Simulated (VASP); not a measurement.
# Ta2S3 (Pm-3m) in VASP: relaxation of cell and atoms with PBE

Aim: the relaxation of cell and atoms of Ta2S3 with PBE.

All numbers are computed with VASP 6.6.1; they aren't measurements. Logs are shortened: lines on timing, memory, paths and dates and some standing lists are left out, and cuts for length are marked.

## Step 1: The cell of the first run

Symmetry: Pm-3m, No. 221, cubic system. The conventional cell has a = 4.736 Å, b = 4.736 Å, c = 4.736 Å, α = 90.00°, β = 90.00°, γ = 90.00°. Within 4.4 Å of Ta (site symmetry m-3m) lie 12 S at 3.35 Å and 8 Ta at 4.10 Å. Ta (site symmetry m-3m) has 6 S at 2.37 Å within 3.1 Å. Within 3.1 Å of S (site symmetry 4/mmm) lie 2 Ta at 2.37 Å.

The cell was generated, and may not be a known phase.

## Step 2: Relaxation of cell and atoms, PBE, collinear spin

The input, INCAR:

```
SYSTEM = Ta2S3
ALGO = Normal
EDIFF = 1E-7
EDIFFG = -0.01
ENCUT = 500
GGA = PE
GGA_COMPAT = .False.
IBRION = 2
ISIF = 3
ISMEAR = 0
ISPIN = 2
LASPH = .True.
LCHARG = .False.
LMAXMIX = 4
LORBIT = 11
LREAL = .False.
LWAVE = .False.
MAGMOM = 1.47 1.47 0 0 0
NELM = 200
NELMIN = 4
NSW = 100
PREC = Accurate
SIGMA = 0.1
```

The input, KPOINTS:

```
k-points
0
Gamma
  8 8 8
  0 0 0
```

The input, POSCAR:

```
Ta2S3
1.0
    4.7358382094      0.0000000000      0.0000000000
    0.0000000000      4.7358382094      0.0000000000
    0.0000000000      0.0000000000      4.7358382094
Ta S
2 3
Direct
    0.5000000000      0.5000000000      0.5000000000
    0.0000000000      0.0000000000      0.0000000000
    0.5000000000      0.0000000000      0.0000000000
    0.0000000000      0.5000000000      0.0000000000
    0.0000000000      0.0000000000      0.5000000000
```

Potentials or basis: VASP PAW PBE potentials, release 64 (Ta_pv, S).

Command:

```bash
$ cat potpaw_PBE.64/Ta_pv/POTCAR potpaw_PBE.64/S/POTCAR > POTCAR
$ mpirun -np 1 vasp_std > vasp.out
```

OUTCAR:

```text
SYSTEM = Ta2S3
   EDIFF = 1E-7
   EDIFFG = -0.01
   ENCUT = 500
   GGA = PE
   IBRION = 2
   ISIF = 3
   ISMEAR = 0
   ISPIN = 2
   LASPH = .True.
   LORBIT = 11
   LREAL = .False.
   NELM = 200
   NELMIN = 4
   NSW = 100
   PREC = Accurate

 ion  position               nearest neighbor table
   1  0.500  0.500  0.500-
   2  0.000  0.000  0.000-   3 2.37   4 2.37   5 2.37   5 2.37   4 2.37   3 2.37
   3  0.500  0.000  0.000-   2 2.37   2 2.37
   4  0.000  0.500  0.000-   2 2.37   2 2.37
   5  0.000  0.000  0.500-   2 2.37   2 2.37

  LATTYP: Found a simple cubic cell.
 ALAT       =     4.7358382094

  Lattice vectors:

 A1 = (   4.7358382094,   0.0000000000,   0.0000000000)
 A2 = (   0.0000000000,   4.7358382094,   0.0000000000)
 A3 = (   0.0000000000,   0.0000000000,   4.7358382094)

Analysis of symmetry for initial positions (statically):
=====================================================================
 Subroutine PRICEL returns:
 Original cell was already a primitive cell.

 Routine SETGRP: Setting up the symmetry group for a
 simple cubic supercell.

 Subroutine GETGRP returns: Found 48 space group operations
 (whereof 48 operations were pure point group operations)
 out of a pool of 48 trial point group operations.

The static configuration has the point symmetry O_h .

Analysis of symmetry for dynamics (positions and initial velocities):
=====================================================================
 Subroutine PRICEL returns:
 Original cell was already a primitive cell.

 Routine SETGRP: Setting up the symmetry group for a
 simple cubic supercell.

 Subroutine GETGRP returns: Found 48 space group operations
 (whereof 48 operations were pure point group operations)
 out of a pool of 48 trial point group operations.

The dynamic configuration has the point symmetry O_h .

Analysis of structural, dynamic, and magnetic symmetry:
=====================================================================
 Subroutine PRICEL returns:
 Original cell was already a primitive cell.

 Routine SETGRP: Setting up the symmetry group for a
 simple cubic supercell.

 Subroutine GETGRP returns: Found 48 space group operations
 (whereof 48 operations were pure point group operations)
 out of a pool of 48 trial point group operations.

The overall configuration has the point symmetry O_h .

 Subroutine INISYM returns: Found 48 space group operations
 (whereof 48 operations are pure point group operations),
 and found     1 'primitive' translations

----------------------------------------------------------------------------------------

                                     Primitive cell

  volume of cell :     106.2162

  direct lattice vectors                    reciprocal lattice vectors
     4.735838209  0.000000000  0.000000000     0.211155862  0.000000000  0.000000000
     0.000000000  4.735838209  0.000000000     0.000000000  0.211155862  0.000000000
     0.000000000  0.000000000  4.735838209     0.000000000  0.000000000  0.211155862

  length of vectors
     4.735838209  4.735838209  4.735838209     0.211155862  0.211155862  0.211155862

  position of ions in fractional coordinates (direct lattice)
     0.500000000  0.500000000  0.500000000
     0.000000000  0.000000000  0.000000000
     0.500000000  0.000000000  0.000000000
     0.000000000  0.500000000  0.000000000
     0.000000000  0.000000000  0.500000000

  ion indices of the primitive-cell ions
   primitive index   ion index
                 1           1
                 2           2
                 3           3
                 4           4
                 5           5

----------------------------------------------------------------------------------------

 KPOINTS: k-points

Automatic generation of k-mesh.
 Grid dimensions read from file:
 generate k-points for:    8    8    8

 Generating k-lattice:

  Cartesian coordinates                     Fractional coordinates (reciprocal lattice)
     0.026394483  0.000000000  0.000000000     0.125000000  0.000000000  0.000000000
     0.000000000  0.026394483  0.000000000     0.000000000  0.125000000  0.000000000
     0.000000000  0.000000000  0.026394483     0.000000000  0.000000000  0.125000000

  Length of vectors
     0.026394483  0.026394483  0.026394483

  Shift w.r.t. Gamma in fractional coordinates (k-lattice)
     0.000000000  0.000000000  0.000000000

 Subroutine IBZKPT returns following result:
 ===========================================

 Found     35 irreducible k-points:

 Following reciprocal coordinates:
            Coordinates               Weight
  0.000000  0.000000  0.000000      1.000000
  0.125000  0.000000  0.000000      6.000000
  0.250000  0.000000  0.000000      6.000000
  0.375000  0.000000  0.000000      6.000000
  0.500000  0.000000  0.000000      3.000000
  0.125000  0.125000  0.000000     12.000000
[... 16 lines left out ...]
  0.375000  0.375000  0.125000     24.000000
  0.500000  0.375000  0.125000     24.000000
 [... further k-points ...]
   k-points           NKPTS =     35   k-points in BZ     NKDIM =     35   number of bands    NBANDS=     25
   number of dos      NEDOS =    301   number of ions     NIONS =      5
   total plane-waves  NPLWV =  46656
   dimension x,y,z NGX =    36 NGY =   36 NGZ =   36
   dimension x,y,z NGXF=    72 NGYF=   72 NGZF=   72
   ions per type =               2   3
   NGX,Y,Z   is equivalent  to a cutoff of  12.64, 12.64, 12.64 a.u.
   NGXF,Y,Z  is equivalent  to a cutoff of  25.27, 25.27, 25.27 a.u.
 SYSTEM =  Ta2S3
   PREC   = accura    normal or accurate (medium, high low for compatibility)
   ISTART =      0    job   : 0-new  1-cont  2-samecut
   ICHARG =      2    charge: 1-file 2-atom 10-const
   ISPIN  =      2    spin polarized calculation?
   LNONCOLLINEAR =      F non collinear calculations
   LSORBIT =      F    spin-orbit coupling
   LASPH  =      T    aspherical Exc in radial PAW
   ENCUT  =  500.0 eV  36.75 Ry    6.06 a.u.   8.63  8.63  8.63*2*pi/ulx,y,z
   NELM   =    200;   NELMIN=  4; NELMDL= -5     # of ELM steps
   EDIFF  = 0.1E-06   stopping-criterion for ELM
   LREAL  =      F    real-space projection
   EDIFFG = -.1E-01   stopping-criterion for IOM
   NSW    =    100    number of steps for IOM
   IBRION =      2    ionic relax: 0-MD 1-quasi-New 2-CG
   NFREE  =      1    steps in history (QN), initial steepest desc. (CG)
   ISIF   =      3    stress and relaxation
   ISYM   =      2    0-nonsym 1-usesym 2-fastsym
   POTIM  = 0.5000    time-step for ionic-motion
   TEBEG  =    0.0;   TEEND  =   0.0 temperature during run
   PSTRESS=    0.0 pullay stress
   NELECT =      40.0000    total number of electrons
   NUPDOWN=      -1.0000    fix difference up-down
   EMIN   =  10.00;   EMAX   =-10.00  energy-range for DOS
   EFERMI =   0.00;   METHOD = LEGACY
   ISMEAR =     0;   SIGMA  =   0.10  broadening in eV -4-tet -1-fermi 0-gaus
   EFERMI_NEDOS =   21; number of points for ismear=-14 and -15
   IALGO  =     38    algorithm
   IMIX   =      4    mixing-type and parameters
     AMIX     =   0.40;   BMIX     =  1.00
     AMIX_MAG =   1.60;   BMIX_MAG =  1.00
  volume/ion in A,a.u.               =      21.24       143.36
  Fermi-wavevector in a.u.,A,eV,Ry     =   1.182219  2.234070 19.016074  1.397642
  Thomas-Fermi vector in A             =   2.318477
   LORBIT       =     11    0 simple, 1 ext, 2 COOP (PROOUT), +10 PAW based schemes
   GGA     = PE    functional components
   LHFCALC =     F    Hartree Fock is set to
   AEXX    =    0.0000 exact exchange contribution
   IVDW    =     0    specifies the selected vdW correction
   LEPSILON=     F    determine dielectric tensor
   LRPA    =     F    only Hartree local field effects (RPA)
 conjugate gradient relaxation of ions
 spin polarized calculation
 Gauss-broadening in eV      SIGMA  =   0.10
  energy-cutoff  :      500.00
  volume of cell :      106.22
 maximum number of plane-waves:      2730
 NGX is ok and might be reduce to    36
   NGX = 17   NGY = 17   NGZ = 17

--------------------------------------- Ionic step        1  -------------------------------------------

 number of electron      40.0000007 magnetization       3.1013478

 Free energy of the ion-electron system (eV)
  ---------------------------------------------------
  ext. energy  EPLUGINS =         0.00000000
  ---------------------------------------------------
  free energy    TOTEN  =       -33.88105627 eV

  energy without entropy =      -33.86027362  energy(sigma->0) =      -33.87066495

------------------------ aborting loop because EDIFF is reached ----------------------------------------

  FORCE on cell =-STRESS in cart. coord.  units (eV):
  Direction    XX          YY          ZZ          XY          YZ          ZX
  --------------------------------------------------------------------------------------
  -------------------------------------------------------------------------------------
  Total       -0.2899168     -0.2899168     -0.2899168     -0.0000000     -0.0000000      0.0000000
  in kB       -4.3731394     -4.3731394     -4.3731394     -0.0000000     -0.0000000      0.0000000
  external PRESSURE =      -4.3731394 kB  Pullay stress =       0.0000000 kB

 VOLUME and BASIS-vectors are now :
 -----------------------------------------------------------------------------
  energy-cutoff  :      500.00
  volume of cell :      106.22
      direct lattice vectors                 reciprocal lattice vectors
     4.735838209  0.000000000  0.000000000     0.211155862  0.000000000  0.000000000
     0.000000000  4.735838209  0.000000000     0.000000000  0.211155862  0.000000000
     0.000000000  0.000000000  4.735838209     0.000000000  0.000000000  0.211155862
[... 40 lines left out ...]
 POSITION                                       TOTAL-FORCE (eV/Angst)
 -----------------------------------------------------------------------------------
      2.36130      2.36130      2.36130        -0.000000     -0.000000      0.000000
      0.00000      0.00000      0.00000         0.000000      0.000000      0.000000
      2.36130      0.00000      0.00000         0.000000      0.000000      0.000000
     -0.00000      2.36130      0.00000         0.000000      0.000000      0.000000
     -0.00000     -0.00000      2.36130         0.000000      0.000000      0.000000
 -----------------------------------------------------------------------------------
    total drift:                                0.000000      0.000000      0.000000

  FREE ENERGIE OF THE ION-ELECTRON SYSTEM (eV)
  ---------------------------------------------------
  free  energy   TOTEN  =       -33.8811616945 eV

  energy  without entropy=      -33.8605513832  energy(sigma->0) =      -33.87085654

--------------------------------------- Ionic step        3  -------------------------------------------

 number of electron      40.0000008 magnetization       3.0981783

 Free energy of the ion-electron system (eV)
  ---------------------------------------------------
  ext. energy  EPLUGINS =         0.00000000
  ---------------------------------------------------
  free energy    TOTEN  =       -33.88169885 eV

  energy without entropy =      -33.86100749  energy(sigma->0) =      -33.87135317

 E-fermi :   5.2898     XC(G=0): -10.3424

 val. band max:        5.2803638487   @ k =   0.5000   0.2500   0.1250
 cond. band min:       5.2957927952   @ k =   0.3750   0.1250   0.1250
 fundamental gap:      0.0154289465
 Fermi energy:         5.2897644446

 spin component 1

 k-point     1 :       0.0000    0.0000    0.0000
  band No.  band energies     occupation
      1     -31.0168      1.00000
      2     -31.0168      1.00000
      3     -31.0168      1.00000
      4     -30.3993      1.00000
      5     -30.3993      1.00000
      6     -30.3993      1.00000
[... 17 lines left out ...]
     24       4.0259      1.00000
     25       5.3175      0.34762
[... 623 lines left out ...]
      5     -30.4096      1.00000
      6     -30.4008      1.00000
[... 17 lines left out ...]
     24       5.6629      0.00000
     25       6.8709      0.00000

 [... further k-points ...]

 spin component 2

 k-point     1 :       0.0000    0.0000    0.0000
  band No.  band energies     occupation
      1     -30.2968      1.00000
      2     -30.2968      1.00000
      3     -30.2968      1.00000
      4     -29.7089      1.00000
      5     -29.7089      1.00000
      6     -29.7089      1.00000
[... 17 lines left out ...]
     24       5.6963      0.00000
     25       6.7207      0.00000
[... 666 lines left out ...]
 POSITION                                       TOTAL-FORCE (eV/Angst)
 -----------------------------------------------------------------------------------
      2.36444      2.36444      2.36444        -0.000000     -0.000000      0.000000
      0.00000      0.00000      0.00000         0.000000      0.000000      0.000000
      2.36444      0.00000      0.00000         0.000000      0.000000      0.000000
     -0.00000      2.36444      0.00000         0.000000      0.000000      0.000000
     -0.00000     -0.00000      2.36444         0.000000      0.000000      0.000000
 -----------------------------------------------------------------------------------
    total drift:                                0.000000      0.000000      0.000000

  FREE ENERGIE OF THE ION-ELECTRON SYSTEM (eV)
  ---------------------------------------------------
  free  energy   TOTEN  =       -33.8816988474 eV

  energy  without entropy=      -33.8610074880  energy(sigma->0) =      -33.87135317

 reached required accuracy - stopping structural energy minimisation

 total charge

# of ion       s       p       d       tot
------------------------------------------
    1        0.252   5.962   2.181   8.395
    2        0.320   6.239   2.361   8.920
    3        1.347   2.395   0.000   3.742
    4        1.347   2.395   0.000   3.742
    5        1.347   2.395   0.000   3.742
--------------------------------------------------
tot          4.613  19.388   4.542  28.542

 magnetization (x)

# of ion       s       p       d       tot
------------------------------------------
    1        0.155   0.013   1.861   2.030
    2        0.010   0.003   0.149   0.162
    3        0.006  -0.063   0.000  -0.057
    4        0.006  -0.063   0.000  -0.057
    5        0.006  -0.063   0.000  -0.057
--------------------------------------------------
tot          0.182  -0.173   2.011   2.020
```

Run time: 8.3 min. Hardware: 1 thread of Oxide Virtual Turin-like, shared host; peak memory 0.29 GiB.

What came out:

* Free energy: -33.8817 eV
* Relaxed volume: 21.15 Å³/atom
* Relaxed cell: a = 4.729 Å, b = 4.729 Å, c = 4.729 Å, α = 90.00°, β = 90.00°, γ = 90.00°
* Space group after relaxing (to 0.1 Å): Pm-3m (No. 221)
* Energy gained by relaxing: 0.1 meV/atom
* Ionic steps: 3
* Pressure after relaxing: 0.0 GPa
* Net moment: 3.10 μB per cell
* Site moments: Ta +2.03, +0.16; S -0.06 μB
* Valence electrons inside the program's atomic spheres: Ta 8.39, 8.92; S 3.74

The path:
```tsv
step	energy change (eV)	largest force (eV/Å)	pressure (GPa)	volume (Å³)
1	0.0000	0.0000	-0.44	106.22
2	-0.0001	0.0000	0.41	105.33
3	-0.0006	0.0000	0.01	105.75
```

Final structure:
```
Ta S
1.0
     4.72888    0.00000    0.00000
     0.00000    4.72888    0.00000
     0.00000    0.00000    4.72888
Ta S
2 3
Direct
  0.50000 0.50000 0.50000
  0.00000 0.00000 0.00000
  0.50000 0.00000 0.00000
  0.00000 0.50000 0.00000
  0.00000 0.00000 0.50000
```

Levels at points of the mesh, in eV from the Fermi level:
Spin up:
| k point | band 19 | band 20 | band 21 | band 22 | band 23 | band 24 |
| --- | --- | --- | --- | --- | --- | --- |
| (0.00, 0.00, 0.00) | -1.80 | -1.65 | -1.65 | -1.65 | -1.26 | -1.26 |
| (0.50, 0.00, 0.00) | -1.26 | -0.68 | -0.49 | 0.59 | 0.89 | 0.89 |
| (0.50, 0.50, 0.00) | -0.75 | -0.34 | 0.30 | 0.32 | 0.32 | 0.55 |
| (0.50, 0.50, 0.50) | -0.91 | -0.46 | -0.46 | -0.46 | -0.32 | -0.32 |
Spin down:
```csv
k point,band 14,band 15,band 16,band 17,band 18,band 19,band 20,band 21,band 22,band 23
"(0.00, 0.00, 0.00)",-2.49,-2.49,-1.63,-1.63,-1.63,-1.39,-1.39,-1.39,-0.33,0.41
"(0.50, 0.00, 0.00)",-4.38,-4.38,-3.40,-2.03,-2.03,-1.12,0.98,1.48,1.70,1.91
"(0.50, 0.50, 0.00)",-4.52,-3.57,-3.47,-3.47,-1.22,1.13,1.22,1.46,1.49,1.49
"(0.50, 0.50, 0.50)",-5.81,-5.81,-1.00,-1.00,-1.00,-0.40,1.16,1.16,1.16,1.76
```

Caveat: the highest band is partly filled, so the run has too few bands; spin-orbit coupling is left out, which moves the levels of the heavy elements.
